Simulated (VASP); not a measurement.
A run of VASP 6.6.1 is set up as follows.

The input POSCAR:

```
Be2C
1.0
    0.0000000000      2.2028588696      2.2028588696
    2.2028588696      0.0000000000      2.2028588696
    2.2028588696      2.2028588696      0.0000000000
C Be
1 2
Direct
    0.0000000000      0.0000000000      0.0000000000
    0.2500000000      0.2500000000      0.2500000000
    0.7500000000      0.7500000000      0.7500000000
```

The input INCAR.step1:

```
SYSTEM = Be2C
  PREC = Accurate
  ENCUT = 660
  ISMEAR = 0
  SIGMA = 0.01
  LREAL = .FALSE.
  LASPH = .TRUE.
  NELM = 120
  NBANDS = 11
  GGA = PE
  ALGO = Normal
  EDIFF = 1E-5
  LWAVE = .TRUE.
  LCHARG = .FALSE.
  GGA_COMPAT = .FALSE.
```

Contents of INCAR.step2:

```
SYSTEM = Be2C
  PREC = Accurate
  ENCUT = 660
  EDIFF = 1E-6
  ISMEAR = 0
  SIGMA = 0.01
  LREAL = .FALSE.
  LASPH = .TRUE.
  NELM = 120
  ALGO = Normal
  ISIF = 2
  LWAVE = .FALSE.
  LCHARG = .FALSE.
  METAGGA = R2SCAN
  LMIXTAU = .TRUE.
  NBANDS = 11
  ISTART = 1
  GGA_COMPAT = .FALSE.
```

KPOINTS

```
regular mesh
0
G
  8 8 8
  0 0 0
```

Potentials or basis: VASP PAW PBE potentials, release 64 (C, Be).

Run with:

```console
$ cat potpaw_PBE.64/C/POTCAR potpaw_PBE.64/Be/POTCAR > POTCAR
$ cp INCAR.step1 INCAR
$ mpirun -np 1 vasp_std > vasp.out
$ cp INCAR.step2 INCAR
$ mpirun -np 1 vasp_std > vasp.out
```

(1) Predict the band gap on the k mesh.

(2) Predict the pressure.

## Answers

(1) 1.50 eV, indirect (least direct gap 4.51 eV).

(2) -10.1 GPa.

Caveat: the PAW data sets were made with another functional, which shifts forces and pressure a little.
